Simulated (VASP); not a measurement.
# NdMo (R-3m) in VASP: a series of runs

Runs on NdMo. Level: PBE. Tasks: single point, relaxation of shape and atoms at fixed volume, relaxation of cell and atoms.

Program: VASP 6.6.1. These are calculated values, not measurements. Logs are shortened: lines on timing, memory, paths and dates and some standing lists are left out, and cuts for length are marked.

## Step 1: The cell of the first run

Symmetry: R-3m, No. 166, trigonal system. The conventional cell has a = 4.325 Å, b = 4.325 Å, c = 20.307 Å, α = 90.00°, β = 90.00°, γ = 120.00°. Within 4.0 Å of Nd (site symmetry 3m) lie 6 Mo at 3.03 to 3.37 Å and 4 Nd at 3.75 to 3.98 Å. Within 3.4 Å of Mo (site symmetry 3m) lie 3 Mo at 2.56 Å and 6 Nd at 3.03 to 3.37 Å.

## Step 2: Single point, PBE (27.42 Å³/atom)

Input file INCAR:

```
SYSTEM = NdMo
  ALGO = Normal
  EDIFF = 1E-6
  ENCUT = 500
  GGA = PE
  GGA_COMPAT = .FALSE.
  ISIF = 2
  ISMEAR = 0
  LASPH = .TRUE.
  LCHARG = .FALSE.
  LMAXMIX = 6
  LREAL = .FALSE.
  LWAVE = .FALSE.
  NBANDS = 33
  NELM = 200
  PREC = Accurate
  SIGMA = 0.1
```

Input file KPOINTS:

```
k-points
0
G
  12 12 12
  0 0 0
```

Input file POSCAR:

```
NdMo
1.0
    2.1627460202      1.2486619970      6.7690518281
   -2.1627460202      1.2486619970      6.7690518281
    0.0000000000     -2.4973239939      6.7690518281
Nd Mo
2 2
Direct
    0.0979506358      0.0979506358      0.0979506358
    0.9020493642      0.9020493642      0.9020493642
    0.6803422643      0.6803422643      0.6803422643
    0.3196577357      0.3196577357      0.3196577357
```

Potentials or basis: VASP PAW PBE potentials, release 64 (Nd_3, Mo_sv), 4f in core.

Command:

```bash
$ cat potpaw_PBE.64/Nd_3/POTCAR potpaw_PBE.64/Mo_sv/POTCAR > POTCAR
$ mpirun -np 1 vasp_std > vasp.out
```

OUTCAR:

```text
SYSTEM = NdMo
   EDIFF = 1E-6
   ENCUT = 500
   GGA = PE
   ISIF = 2
   ISMEAR = 0
   LASPH = .TRUE.
   LREAL = .FALSE.
   NELM = 200
   PREC = Accurate

 ion  position               nearest neighbor table
   1  0.098  0.098  0.098-   3 3.03   3 3.03   3 3.03   4 3.37   4 3.37   4 3.37   2 3.75   2 3.75
                             2 3.75
   2  0.902  0.902  0.902-   4 3.03   4 3.03   4 3.03   3 3.37   3 3.37   3 3.37   1 3.75   1 3.75
                             1 3.75
   3  0.680  0.680  0.680-   4 2.56   4 2.56   4 2.56   1 3.03   1 3.03   1 3.03   2 3.37   2 3.37
                             2 3.37
   4  0.320  0.320  0.320-   3 2.56   3 2.56   3 2.56   2 3.03   2 3.03   2 3.03   1 3.37   1 3.37
                             1 3.37

  LATTYP: Found a trigonal (rhomboedric) cell.
 ALAT       =     7.2150322094
 COS(alpha) =     0.8202932085

  Lattice vectors:

 A1 = (   2.1627460202,   1.2486619970,   6.7690518281)
 A2 = (  -2.1627460202,   1.2486619970,   6.7690518281)
 A3 = (   0.0000000000,  -2.4973239939,   6.7690518281)

Analysis of symmetry for initial positions (statically):
=====================================================================
 Subroutine PRICEL returns:
 Original cell was already a primitive cell.

 Routine SETGRP: Setting up the symmetry group for a
 trigonal (rhombohedral) supercell.

 Subroutine GETGRP returns: Found 12 space group operations
 (whereof 12 operations were pure point group operations)
 out of a pool of 12 trial point group operations.

The static configuration has the point symmetry D_3d.

Analysis of symmetry for dynamics (positions and initial velocities):
=====================================================================
 Subroutine PRICEL returns:
 Original cell was already a primitive cell.

 Routine SETGRP: Setting up the symmetry group for a
 trigonal (rhombohedral) supercell.

 Subroutine GETGRP returns: Found 12 space group operations
 (whereof 12 operations were pure point group operations)
 out of a pool of 12 trial point group operations.

The dynamic configuration has the point symmetry D_3d.

 Subroutine INISYM returns: Found 12 space group operations
 (whereof 12 operations are pure point group operations),
 and found     1 'primitive' translations

----------------------------------------------------------------------------------------

                                     Primitive cell

  volume of cell :     109.6805

  direct lattice vectors                    reciprocal lattice vectors
     2.162746020  1.248661997  6.769051828     0.231187571  0.133476207  0.049243726
    -2.162746020  1.248661997  6.769051828    -0.231187571  0.133476207  0.049243726
     0.000000000 -2.497323994  6.769051828     0.000000000 -0.266952413  0.049243726

  length of vectors
     7.215032209  7.215032209  7.215032209     0.271456323  0.271456323  0.271456323

  position of ions in fractional coordinates (direct lattice)
     0.097950636  0.097950636  0.097950636
     0.902049364  0.902049364  0.902049364
     0.680342264  0.680342264  0.680342264
     0.319657736  0.319657736  0.319657736

  ion indices of the primitive-cell ions
   primitive index   ion index
                 1           1
                 2           2
                 3           3
                 4           4

----------------------------------------------------------------------------------------

 KPOINTS: k-points

Automatic generation of k-mesh.
 Grid dimensions read from file:
 generate k-points for:   12   12   12

 Generating k-lattice:

  Cartesian coordinates                     Fractional coordinates (reciprocal lattice)
     0.019265631  0.011123017  0.004103644     0.083333333  0.000000000  0.000000000
    -0.019265631  0.011123017  0.004103644     0.000000000  0.083333333  0.000000000
     0.000000000 -0.022246034  0.004103644     0.000000000  0.000000000  0.083333333

  Length of vectors
     0.022621360  0.022621360  0.022621360

  Shift w.r.t. Gamma in fractional coordinates (k-lattice)
     0.000000000  0.000000000  0.000000000

 Subroutine IBZKPT returns following result:
 ===========================================

 Found    189 irreducible k-points:

 Following reciprocal coordinates:
            Coordinates               Weight
  0.000000  0.000000  0.000000      1.000000
  0.083333 -0.000000 -0.000000      6.000000
  0.166667  0.000000  0.000000      6.000000
  0.250000  0.000000  0.000000      6.000000
  0.333333  0.000000  0.000000      6.000000
  0.416667  0.000000  0.000000      6.000000
[... 16 lines left out ...]
  0.500000  0.166667  0.000000     12.000000
 -0.416667  0.166667 -0.000000     12.000000
 [... further k-points ...]
   k-points           NKPTS =    189   k-points in BZ     NKDIM =    189   number of bands    NBANDS=     33
   number of dos      NEDOS =    301   number of ions     NIONS =      4
   total plane-waves  NPLWV = 157464
   dimension x,y,z NGX =    54 NGY =   54 NGZ =   54
   dimension x,y,z NGXF=   108 NGYF=  108 NGZF=  108
   ions per type =               2   2
   NGX,Y,Z   is equivalent  to a cutoff of  12.44, 12.44, 12.44 a.u.
   NGXF,Y,Z  is equivalent  to a cutoff of  24.88, 24.88, 24.88 a.u.
 SYSTEM =  NdMo
   PREC   = accura    normal or accurate (medium, high low for compatibility)
   ISTART =      0    job   : 0-new  1-cont  2-samecut
   ICHARG =      2    charge: 1-file 2-atom 10-const
   ISPIN  =      1    spin polarized calculation?
   LNONCOLLINEAR =      F non collinear calculations
   LSORBIT =      F    spin-orbit coupling
   LASPH  =      T    aspherical Exc in radial PAW
   ENCUT  =  500.0 eV  36.75 Ry    6.06 a.u.  13.15 13.15 13.15*2*pi/ulx,y,z
   NELM   =    200;   NELMIN=  2; NELMDL= -5     # of ELM steps
   EDIFF  = 0.1E-05   stopping-criterion for ELM
   LREAL  =      F    real-space projection
   EDIFFG = 0.1E-04   stopping-criterion for IOM
   NSW    =      0    number of steps for IOM
   IBRION =     -1    ionic relax: 0-MD 1-quasi-New 2-CG
   NFREE  =      0    steps in history (QN), initial steepest desc. (CG)
   ISIF   =      2    stress and relaxation
   ISYM   =      2    0-nonsym 1-usesym 2-fastsym
   POTIM  = 0.5000    time-step for ionic-motion
   TEBEG  =    0.0;   TEEND  =   0.0 temperature during run
   PSTRESS=    0.0 pullay stress
   NELECT =      50.0000    total number of electrons
   NUPDOWN=      -1.0000    fix difference up-down
   EMIN   =  10.00;   EMAX   =-10.00  energy-range for DOS
   EFERMI =   0.00;   METHOD = LEGACY
   ISMEAR =     0;   SIGMA  =   0.10  broadening in eV -4-tet -1-fermi 0-gaus
   EFERMI_NEDOS =   21; number of points for ismear=-14 and -15
   IALGO  =     38    algorithm
   IMIX   =      4    mixing-type and parameters
     AMIX     =   0.40;   BMIX     =  1.00
     AMIX_MAG =   1.60;   BMIX_MAG =  1.00
  volume/ion in A,a.u.               =      27.42       185.04
  Fermi-wavevector in a.u.,A,eV,Ry     =   1.259955  2.380970 21.599063  1.587486
  Thomas-Fermi vector in A             =   2.393489
   LORBIT       =      0    0 simple, 1 ext, 2 COOP (PROOUT), +10 PAW based schemes
   GGA     = PE    functional components
   LHFCALC =     F    Hartree Fock is set to
   AEXX    =    0.0000 exact exchange contribution
   IVDW    =     0    specifies the selected vdW correction
   LEPSILON=     F    determine dielectric tensor
   LRPA    =     F    only Hartree local field effects (RPA)
 non-spin polarized calculation
 Gauss-broadening in eV      SIGMA  =   0.10
  energy-cutoff  :      500.00
  volume of cell :      109.68
 maximum number of plane-waves:      2806
 NGX is ok and might be reduce to    54
   NGX = 27   NGY = 27   NGZ = 27

 number of electron      49.9999999 magnetization

 Free energy of the ion-electron system (eV)
  ---------------------------------------------------
  ext. energy  EPLUGINS =         0.00000000
  ---------------------------------------------------
  free energy    TOTEN  =       -29.99028158 eV

  energy without entropy =      -29.96807581  energy(sigma->0) =      -29.97917869

 E-fermi :   5.2026     XC(G=0): -10.3644

 val. band max:        5.1998773865   @ k =  -0.2500  -0.3333   0.0833
 cond. band min:       5.2026756016   @ k =   0.5000   0.4167   0.1667
 fundamental gap:      0.0027982151
 Fermi energy:         5.2026277059

 k-point     1 :       0.0000    0.0000    0.0000
  band No.  band energies     occupation
      1     -55.1422      2.00000
      2     -54.7986      2.00000
      3     -32.4143      2.00000
      4     -32.3668      2.00000
      5     -29.6324      2.00000
      6     -29.6324      2.00000
[... 25 lines left out ...]
     32       8.5189      0.00000
     33       8.6913      0.00000

 k-point     2 :       0.0833   -0.0000   -0.0000
  band No.  band energies     occupation
      1     -55.1371      2.00000
      2     -54.8039      2.00000
      3     -32.4133      2.00000
      4     -32.3665      2.00000
      5     -29.6395      2.00000
      6     -29.6252      2.00000
[... 25 lines left out ...]
     32       8.1467      0.00000
     33       8.8183      0.00000

 k-point     3 :       0.1667    0.0000    0.0000
  band No.  band energies     occupation
      1     -55.1223      2.00000
      2     -54.8193      2.00000
      3     -32.4106      2.00000
      4     -32.3660      2.00000
      5     -29.6585      2.00000
      6     -29.6048      2.00000
[... 25 lines left out ...]
     32       8.0551      0.00000
     33       8.6432      0.00000

 k-point     4 :       0.2500    0.0000    0.0000
  band No.  band energies     occupation
      1     -55.0992      2.00000
      2     -54.8431      2.00000
      3     -32.4065      2.00000
      4     -32.3657      2.00000
      5     -29.6834      2.00000
      6     -29.5742      2.00000
[... 673 lines left out ...]
     32       7.9173      0.00000
     33       8.3710      0.00000

 k-point    23 :       0.5000    0.1667    0.0000
  band No.  band energies     occupation
      1     -55.0292      2.00000
      2     -54.9147      2.00000
      3     -32.3950      2.00000
      4     -32.3691      2.00000
      5     -29.7435      2.00000
      6     -29.4587      2.00000
[... 25 lines left out ...]
     32       7.7439      0.00000
     33       8.5986      0.00000

 k-point    24 :      -0.4167    0.1667   -0.0000
  band No.  band energies     occupation
      1     -55.0140      2.00000
      2     -54.9302      2.00000
      3     -32.3946      2.00000
      4     -32.3686      2.00000
      5     -29.7496      2.00000
      6     -29.4388      2.00000
[... 25 lines left out ...]
     32       7.9435      0.00000
     33       8.5468      0.00000

 [... further k-points ...]

------------------------ aborting loop because EDIFF is reached ----------------------------------------

  FORCE on cell =-STRESS in cart. coord.  units (eV):
  Direction    XX          YY          ZZ          XY          YZ          ZX
  --------------------------------------------------------------------------------------
  -------------------------------------------------------------------------------------
  Total       -0.6263274     -0.6263274     -0.6455809      0.0000000     -0.0000000      0.0000000
  in kB       -9.1491866     -9.1491866     -9.4304354      0.0000000     -0.0000000      0.0000000
  external PRESSURE =      -9.2429362 kB  Pullay stress =       0.0000000 kB

 VOLUME and BASIS-vectors are now :
 -----------------------------------------------------------------------------
  energy-cutoff  :      500.00
  volume of cell :      109.68
      direct lattice vectors                 reciprocal lattice vectors
     2.162746020  1.248661997  6.769051828     0.231187571  0.133476207  0.049243726
    -2.162746020  1.248661997  6.769051828    -0.231187571  0.133476207  0.049243726
     0.000000000 -2.497323994  6.769051828     0.000000000 -0.266952413  0.049243726

 POSITION                                       TOTAL-FORCE (eV/Angst)
 -----------------------------------------------------------------------------------
      0.00000      0.00000      1.98910         0.000000      0.000000      0.013546
      0.00000      0.00000     18.31806         0.000000     -0.000000     -0.013546
      0.00000      0.00000     13.81582         0.000000      0.000000      0.034883
      0.00000      0.00000      6.49134         0.000000     -0.000000     -0.034883
 -----------------------------------------------------------------------------------
    total drift:                               -0.000000     -0.000000     -0.000000

  FREE ENERGIE OF THE ION-ELECTRON SYSTEM (eV)
  ---------------------------------------------------
  free  energy   TOTEN  =       -29.9902815804 eV

  energy  without entropy=      -29.9680758064  energy(sigma->0) =      -29.97917869
```

It took 18 min on 1 thread of AMD EPYC 9R45 (Zen 5), shared host; peak memory 0.75 GiB.

Results:

| Quantity | Value |
| --- | --- |
| Free energy | -29.9903 eV |
| Pressure | -0.9 GPa |
| Largest force | 0.035 eV/Å |
| Band gap on the k mesh | zero (bands 25 and 26 overlap by 0.77 eV) |

Forces in eV/Å, atoms in the order of the input:
```
Nd   0.000  0.000  0.014
Nd   0.000  0.000 -0.014
Mo   0.000  0.000  0.035
Mo   0.000  0.000 -0.035
```

Levels at points of the mesh, in eV from the Fermi level:
```
           k point  band 21  band 22  band 23  band 24  band 25  band 26  band 27  band 28  band 29  band 30
(0.00, 0.00, 0.00)    -1.37    -1.15    -1.15    -0.86    -0.86     0.22     0.94     0.94     1.37     2.12
(0.50, 0.00, 0.00)    -1.75    -1.67    -1.28    -0.64     0.17     1.14     1.25     1.53     1.61     2.13
(0.50, 0.50, 0.00)    -1.62    -1.60    -1.40    -0.71     0.32     0.73     0.88     1.70     1.72     1.86
(0.50, 0.50, 0.50)    -2.49    -1.07    -1.07    -0.65    -0.65     0.41     0.46     0.46     2.65     2.69
```

Caveat: spin-orbit coupling is left out, which moves the levels of the heavy elements; the 4f electrons are frozen in the core, so they carry no moment and show no levels.

(Continued in part 2 of 3.)
